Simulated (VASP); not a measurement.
# FeCo (Wairauite) (Pm-3m) in VASP: notebook

The runs below take FeCo (Wairauite) through single point, with LDA.

Program: VASP 6.6.1. These are calculated values, not measurements. Logs are shortened: lines on timing, memory, paths and dates and some standing lists are left out, and cuts for length are marked.

### Step 1. The cell of the first run

The structure is cubic, space group Pm-3m (No. 221). Conventional cell: a = 2.857 Å, b = 2.857 Å, c = 2.857 Å, α = 90.00°, β = 90.00°, γ = 90.00°. Fe (site symmetry m-3m) has 8 Co at 2.47 Å and 6 Fe at 2.86 Å within 3.3 Å. Co (site symmetry m-3m) has 8 Fe at 2.47 Å and 6 Co at 2.86 Å within 3.3 Å.

### Step 2. Single point, LDA

Input file INCAR:

```
PREC     = Accurate       # precision mode
ENCUT    = 600            # plane-wave cutoff, eV
EDIFF    = 1E-6           # SCF threshold, eV
ISMEAR   = 1              # smearing method
SIGMA    = 0.1            # smearing width, eV
LREAL    = False          # projectors in reciprocal space
LASPH    = True           # aspherical terms in the spheres
NELM     = 120            # most SCF steps
ALGO     = Normal         # electronic algorithm
ISIF     = 2              # what is computed and relaxed
LWAVE    = False          # write WAVECAR
LCHARG   = True           # write CHGCAR
LELF     = True           # ELF
LVHAR    = True         
NBANDS   = 16             # bands
GGA_COMPAT= False
```

Input file KPOINTS:

```
Automatic mesh
0
Gamma
  6 6 6
```

Input file POSCAR:

```
FeCo
1.0
    2.8570000000      0.0000000000      0.0000000000
    0.0000000000      2.8570000000      0.0000000000
    0.0000000000      0.0000000000      2.8570000000
Fe Co
1 1
Direct
    0.5000000000      0.5000000000      0.5000000000
    0.0000000000      0.0000000000      0.0000000000
```

Potentials or basis: VASP PAW LDA potentials, release 64 (Fe, Co).

Run with:

```bash
$ cat potpaw_LDA.64/Fe/POTCAR potpaw_LDA.64/Co/POTCAR > POTCAR
$ mpirun -np 1 vasp_std > vasp.out
```

OUTCAR:

```text
PREC = Accurate
   ENCUT = 600
   EDIFF = 1E-6
   ISMEAR = 1
   LREAL = False
   LASPH = True
   NELM = 120
   ISIF = 2

 ion  position               nearest neighbor table
   1  0.500  0.500  0.500-   2 2.47   2 2.47   2 2.47   2 2.47   2 2.47   2 2.47   2 2.47   2 2.47

   2  0.000  0.000  0.000-   1 2.47   1 2.47   1 2.47   1 2.47   1 2.47   1 2.47   1 2.47   1 2.47

  LATTYP: Found a simple cubic cell.
 ALAT       =     2.8570000000

  Lattice vectors:

 A1 = (   2.8570000000,   0.0000000000,   0.0000000000)
 A2 = (   0.0000000000,   2.8570000000,   0.0000000000)
 A3 = (   0.0000000000,   0.0000000000,   2.8570000000)

Analysis of symmetry for initial positions (statically):
=====================================================================
 Subroutine PRICEL returns:
 Original cell was already a primitive cell.

 Routine SETGRP: Setting up the symmetry group for a
 simple cubic supercell.

 Subroutine GETGRP returns: Found 48 space group operations
 (whereof 48 operations were pure point group operations)
 out of a pool of 48 trial point group operations.

The static configuration has the point symmetry O_h .

Analysis of symmetry for dynamics (positions and initial velocities):
=====================================================================
 Subroutine PRICEL returns:
 Original cell was already a primitive cell.

 Routine SETGRP: Setting up the symmetry group for a
 simple cubic supercell.

 Subroutine GETGRP returns: Found 48 space group operations
 (whereof 48 operations were pure point group operations)
 out of a pool of 48 trial point group operations.

The dynamic configuration has the point symmetry O_h .

 Subroutine INISYM returns: Found 48 space group operations
 (whereof 48 operations are pure point group operations),
 and found     1 'primitive' translations

----------------------------------------------------------------------------------------

                                     Primitive cell

  volume of cell :      23.3201

  direct lattice vectors                    reciprocal lattice vectors
     2.857000000  0.000000000  0.000000000     0.350017501  0.000000000  0.000000000
     0.000000000  2.857000000  0.000000000     0.000000000  0.350017501  0.000000000
     0.000000000  0.000000000  2.857000000     0.000000000  0.000000000  0.350017501

  length of vectors
     2.857000000  2.857000000  2.857000000     0.350017501  0.350017501  0.350017501

  position of ions in fractional coordinates (direct lattice)
     0.500000000  0.500000000  0.500000000
     0.000000000  0.000000000  0.000000000

  ion indices of the primitive-cell ions
   primitive index   ion index
                 1           1
                 2           2

----------------------------------------------------------------------------------------

 KPOINTS: Automatic mesh

Automatic generation of k-mesh.
 Grid dimensions read from file:
 generate k-points for:    6    6    6

 Generating k-lattice:

  Cartesian coordinates                     Fractional coordinates (reciprocal lattice)
     0.058336250  0.000000000  0.000000000     0.166666667  0.000000000  0.000000000
     0.000000000  0.058336250  0.000000000     0.000000000  0.166666667  0.000000000
     0.000000000  0.000000000  0.058336250     0.000000000  0.000000000  0.166666667

  Length of vectors
     0.058336250  0.058336250  0.058336250

  Shift w.r.t. Gamma in fractional coordinates (k-lattice)
     0.000000000  0.000000000  0.000000000

 Subroutine IBZKPT returns following result:
 ===========================================

 Found     20 irreducible k-points:

 Following reciprocal coordinates:
            Coordinates               Weight
  0.000000  0.000000  0.000000      1.000000
  0.166667  0.000000  0.000000      6.000000
  0.333333  0.000000  0.000000      6.000000
  0.500000  0.000000  0.000000      3.000000
  0.166667  0.166667  0.000000     12.000000
  0.333333  0.166667  0.000000     24.000000
[... 12 lines left out ...]
  0.500000  0.500000  0.333333      6.000000
  0.500000  0.500000  0.500000      1.000000
   k-points           NKPTS =     20   k-points in BZ     NKDIM =     20   number of bands    NBANDS=     16
   number of dos      NEDOS =    301   number of ions     NIONS =      2
   total plane-waves  NPLWV =  13824
   dimension x,y,z NGX =    24 NGY =   24 NGZ =   24
   dimension x,y,z NGXF=    48 NGYF=   48 NGZF=   48
   ions per type =               1   1
   NGX,Y,Z   is equivalent  to a cutoff of  13.97, 13.97, 13.97 a.u.
   NGXF,Y,Z  is equivalent  to a cutoff of  27.93, 27.93, 27.93 a.u.
 SYSTEM =  unknown system
   PREC   = accura    normal or accurate (medium, high low for compatibility)
   ISTART =      0    job   : 0-new  1-cont  2-samecut
   ICHARG =      2    charge: 1-file 2-atom 10-const
   ISPIN  =      1    spin polarized calculation?
   LNONCOLLINEAR =      F non collinear calculations
   LSORBIT =      F    spin-orbit coupling
   LASPH  =      T    aspherical Exc in radial PAW
   ENCUT  =  600.0 eV  44.10 Ry    6.64 a.u.   5.71  5.71  5.71*2*pi/ulx,y,z
   NELM   =    120;   NELMIN=  2; NELMDL= -5     # of ELM steps
   EDIFF  = 0.1E-05   stopping-criterion for ELM
   LREAL  =      F    real-space projection
   EDIFFG = 0.1E-04   stopping-criterion for IOM
   NSW    =      0    number of steps for IOM
   IBRION =     -1    ionic relax: 0-MD 1-quasi-New 2-CG
   NFREE  =      0    steps in history (QN), initial steepest desc. (CG)
   ISIF   =      2    stress and relaxation
   ISYM   =      2    0-nonsym 1-usesym 2-fastsym
   POTIM  = 0.5000    time-step for ionic-motion
   TEBEG  =    0.0;   TEEND  =   0.0 temperature during run
   PSTRESS=    0.0 pullay stress
   NELECT =      17.0000    total number of electrons
   NUPDOWN=      -1.0000    fix difference up-down
   EMIN   =  10.00;   EMAX   =-10.00  energy-range for DOS
   EFERMI =   0.00;   METHOD = LEGACY
   ISMEAR =     1;   SIGMA  =   0.10  broadening in eV -4-tet -1-fermi 0-gaus
   EFERMI_NEDOS =   21; number of points for ismear=-14 and -15
   IALGO  =     38    algorithm
   IMIX   =      4    mixing-type and parameters
     AMIX     =   0.40;   BMIX     =  1.00
     AMIX_MAG =   1.60;   BMIX_MAG =  1.00
  volume/ion in A,a.u.               =      11.66        78.69
  Fermi-wavevector in a.u.,A,eV,Ry     =   1.473378  2.784281 29.536115  2.170843
  Thomas-Fermi vector in A             =   2.588279
   LORBIT       =      0    0 simple, 1 ext, 2 COOP (PROOUT), +10 PAW based schemes
   GGA     = CA    functional components
   LHFCALC =     F    Hartree Fock is set to
   AEXX    =    0.0000 exact exchange contribution
   IVDW    =     0    specifies the selected vdW correction
   LEPSILON=     F    determine dielectric tensor
   LRPA    =     F    only Hartree local field effects (RPA)
 non-spin polarized calculation
 Methfessel and Paxton  Order N= 1 SIGMA  =   0.10
  energy-cutoff  :      600.00
  volume of cell :       23.32
 maximum number of plane-waves:       804
 NGX is ok and might be reduce to    24
   NGX = 11   NGY = 11   NGZ = 11

 number of electron      16.9999995 magnetization

 Free energy of the ion-electron system (eV)
  ---------------------------------------------------
  ext. energy  EPLUGINS =         0.00000000
  ---------------------------------------------------
  free energy    TOTEN  =       -16.25035325 eV

  energy without entropy =      -16.24950013  energy(sigma->0) =      -16.25006887

 E-fermi :   7.1001     XC(G=0): -13.3151

 val. band max:        7.0936209975   @ k =   0.3333   0.3333   0.0000
 cond. band min:       7.1578316694   @ k =   0.5000   0.3333   0.3333
 fundamental gap:      0.0642106719
 Fermi energy:         7.1000883043

 k-point     1 :       0.0000    0.0000    0.0000
  band No.  band energies     occupation
      1      -1.1477      2.00000
      2       3.2692      2.00000
      3       3.2692      2.00000
      4       5.5103      2.00000
      5       5.5103      2.00000
      6       5.5103      2.00000
[... 8 lines left out ...]
     15      22.7886      0.00000
     16      22.7886      0.00000

 k-point     2 :       0.1667    0.0000    0.0000
  band No.  band energies     occupation
      1      -0.5947      2.00000
      2       3.4590      2.00000
      3       3.5089      2.00000
      4       5.5070      2.00000
      5       5.5070      2.00000
      6       5.6552      2.00000
[... 8 lines left out ...]
     15      22.9539      0.00000
     16      24.3276      0.00000

 k-point     3 :       0.3333    0.0000    0.0000
  band No.  band energies     occupation
      1       0.9310      2.00000
      2       3.6662      2.00000
      3       4.1731      2.00000
      4       5.5760      2.00000
      5       5.5760      2.00000
      6       6.0424      2.00000
[... 8 lines left out ...]
     15      23.5078      0.00000
     16      25.2212      0.00000

 k-point     4 :       0.5000    0.0000    0.0000
  band No.  band energies     occupation
      1       2.7922      2.00000
      2       2.8442      2.00000
      3       5.0393      2.00000
      4       5.1651      2.00000
      5       5.7773      2.00000
      6       5.7773      2.00000
[... 8 lines left out ...]
     15      23.9275      0.00000
     16      23.9275      0.00000
[... 248 lines left out ...]
 k-point    18 :       0.5000    0.3333    0.3333
  band No.  band energies     occupation
      1       3.9726      2.00000
      2       4.0040      2.00000
      3       4.4786      2.00000
      4       4.5125      2.00000
      5       4.8548      2.00000
      6       4.9456      2.00000
[... 8 lines left out ...]
     15      17.3873      0.00000
     16      17.8749      0.00000

 k-point    19 :       0.5000    0.5000    0.3333
  band No.  band energies     occupation
      1       4.0610      2.00000
      2       4.0773      2.00000
      3       4.3587      2.00000
      4       4.3587      2.00000
      5       5.0973      2.00000
      6       5.0973      2.00000
[... 8 lines left out ...]
     15      19.0965      0.00000
     16      19.0965      0.00000

 k-point    20 :       0.5000    0.5000    0.5000
  band No.  band energies     occupation
      1       4.4929      2.00000
      2       4.4929      2.00000
      3       4.4929      2.00000
      4       4.5429      2.00000
      5       4.5429      2.00000
      6       4.5429      2.00000
[... 8 lines left out ...]
     15      15.7540      0.00000
     16      15.7540      0.00000

------------------------ aborting loop because EDIFF is reached ----------------------------------------

  FORCE on cell =-STRESS in cart. coord.  units (eV):
  Direction    XX          YY          ZZ          XY          YZ          ZX
  --------------------------------------------------------------------------------------
  -------------------------------------------------------------------------------------
  Total       -5.2642333     -5.2642333     -5.2642333      0.0000000      0.0000000     -0.0000000
  in kB     -361.6720823   -361.6720823   -361.6720823      0.0000000      0.0000000     -0.0000000
  external PRESSURE =    -361.6720823 kB  Pullay stress =       0.0000000 kB

 VOLUME and BASIS-vectors are now :
 -----------------------------------------------------------------------------
  energy-cutoff  :      600.00
  volume of cell :       23.32
      direct lattice vectors                 reciprocal lattice vectors
     2.857000000  0.000000000  0.000000000     0.350017501  0.000000000  0.000000000
     0.000000000  2.857000000  0.000000000     0.000000000  0.350017501  0.000000000
     0.000000000  0.000000000  2.857000000     0.000000000  0.000000000  0.350017501

 POSITION                                       TOTAL-FORCE (eV/Angst)
 -----------------------------------------------------------------------------------
      1.42850      1.42850      1.42850         0.000000      0.000000      0.000000
      0.00000      0.00000      0.00000         0.000000      0.000000      0.000000
 -----------------------------------------------------------------------------------
    total drift:                                0.000000      0.000000     -0.000000

  FREE ENERGIE OF THE ION-ELECTRON SYSTEM (eV)
  ---------------------------------------------------
  free  energy   TOTEN  =       -16.2503532454 eV

  energy  without entropy=      -16.2495001336  energy(sigma->0) =      -16.25006887
```

Wall time 9.3 s (1 thread of AMD EPYC 7R13 (Zen 3), shared host); peak memory 0.1 GiB.

What came out:

```yaml
Free_energy: -16.2504 eV
Pressure: -36.2 GPa
```

Levels at points of the mesh, in eV from the Fermi level:
```csv
k point,band 5,band 6,band 7,band 8,band 9,band 10,band 11,band 12
"(0.00, 0.00, 0.00)",-1.59,-1.59,-0.13,-0.13,0.74,0.74,0.74,9.68
"(0.50, 0.00, 0.00)",-1.32,-1.32,-1.04,-1.04,-0.65,-0.24,0.65,1.10
"(0.50, 0.50, 0.00)",-0.24,-0.13,-0.11,0.26,0.54,0.54,0.98,0.98
"(0.50, 0.50, 0.50)",-2.56,-2.56,-0.10,-0.10,0.30,0.30,8.51,8.51
```

Caveat: the k points lie up to 0.37 Å⁻¹ apart; the run has no spin polarisation, though such a crystal can be magnetic. Spin polarisation is off, so any magnetic state and its effect on volume and gap are missing.

(Part 1 of 2 ends here.)
